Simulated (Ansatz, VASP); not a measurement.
## Cu11Au in VASP and in Ansatz

```
CELL_PARAMETERS angstrom
0.00000 5.42250 5.42250
3.61500 0.00000 3.61500
3.61500 3.61500 0.00000
ATOMIC_POSITIONS crystal
Au 0.00000 0.00000 0.00000
Cu 0.00000 0.00000 0.50000
Cu 0.00000 0.50000 0.00000
Cu 0.00000 0.50000 0.50000
Cu 0.33946 0.99938 0.99938
Cu 0.34130 0.99768 0.49138
Cu 0.34130 0.49138 0.99768
Cu 0.33323 0.50032 0.50032
Cu 0.66054 0.00062 0.00062
Cu 0.65870 0.00232 0.50862
Cu 0.65870 0.50862 0.00232
Cu 0.66677 0.49968 0.49968
```

Alike in both runs: functional PBE; k mesh 2 × 3 × 3; occupations fermi-dirac, width 0.1 eV; no spin polarisation.

Ansatz relaxed the structure, and its values are those at the end. VASP's run is a single point on that final structure, the one shown.

|  | VASP | Ansatz |
| --- | --- | --- |
| version | VASP 6.6.1 | Ansatz 0.2.0 |
| potentials or method | VASP PAW PBE potentials, release 64 (Au, Cu), cutoff 520 eV | plane waves, PAW |
| valence electrons in the cell | 132 | 228 |

```csv
,VASP,Ansatz,Ansatz less VASP
gap on the k mesh at the Fermi level (eV),none,none,-
rms of the force components (eV/Å),0.011,0.009,-0.0016
```

A gap of «none» marks a metal or a gap that the smearing closes. VASP's potentials hold 132 valence electrons a cell and Ansatz's 228, so a difference there can come from the potentials and not from the codes.

The k mesh is coarse, so the values compare programs but aren't converged. Spin-orbit coupling is off throughout.
